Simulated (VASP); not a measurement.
Crystal: CsB.

```
Cs B
1.0
     3.94969    0.00000    0.00000
     0.00000    3.94969    0.00000
     0.00000    0.00000    3.94969
Cs B
1 1
Direct
  0.50000 0.50000 0.50000
  0.00000 0.00000 0.00000
```

```yaml
Program: VASP 6.6.1
Task: relaxation of cell and atoms
Functional: PBE
Potentials_or_basis: VASP PAW PBE potentials, release 64 (Cs_sv, B)
Cutoff: 600 eV
k_mesh: 14 × 14 × 14
Occupations: gaussian, width 0.1 eV
Spin: no spin polarisation
```

At the start: pressure 0.7 GPa; volume 30.81 Å³/atom.

Task: Where does the relaxation end?

Result: Over 4 steps the energy falls by 3.0 meV/atom and the volume is 32.33 Å³/atom (+4.9 %); space group Pm-3m (No. 221, to 0.05 Å).

Step by step:
| step | energy change (eV) | largest force (eV/Å) | pressure (GPa) | volume (Å³) |
| --- | --- | --- | --- | --- |
| 1 | 0.0000 | 0.0000 | 0.67 | 61.62 |
| 2 | -0.0038 | 0.0000 | 0.39 | 62.77 |
| 3 | -0.0060 | 0.0000 | -0.06 | 64.96 |
| 4 | -0.0060 | 0.0000 | 0.00 | 64.65 |

Final structure:
```
Cs B
1.0
     4.01355    0.00000    0.00000
     0.00000    4.01355    0.00000
     0.00000    0.00000    4.01355
Cs B
1 1
Direct
  0.50000 0.50000 0.50000
  0.00000 0.00000 0.00000
```
